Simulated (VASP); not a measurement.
Here is a VASP 6.6.1 calculation.

INCAR

```
ALGO = Fast ; EDIFF = 1E-6
ENCUT = 520 ; GGA = CA
ISIF = 2 ; ISMEAR = 0
LASPH = True ; LCHARG = True
LELF = True ; LREAL = False
LVHAR = True ; LWAVE = False
NBANDS = 13 ; NELM = 100
PREC = Accurate ; SIGMA = 0.15
```

Contents of KPOINTS:

```
k-points
0
Gamma
  22 22 22
```

Contents of POSCAR:

```
Mo
1.0
   -1.3960222136      1.6163252228      1.6163252228
    1.6163252228     -1.3960222136      1.6163252228
    1.6163252228      1.6163252228     -1.3960222136
Mo
1
Direct
    0.0000000000      0.0000000000      0.0000000000
```

Potentials or basis: VASP PAW LDA potentials, release 64 (Mo_sv).

Run with:

```sh
$ cat potpaw_LDA.64/Mo_sv/POTCAR > POTCAR
$ mpirun -np 1 vasp_std > vasp.out
```

**Question.** Estimate the pressure.

**Answer.** -18.0 GPa.

**Question.** Estimate the band gap on the k mesh.

**Answer.** Zero (bands 7 and 8 overlap by 2.31 eV).

Stress tensor (GPa, compression positive):
```
-17.97  -7.87  -7.87
 -7.87 -17.97  -7.87
 -7.87  -7.87 -17.97
```

Caveat: the cell stands under tension.
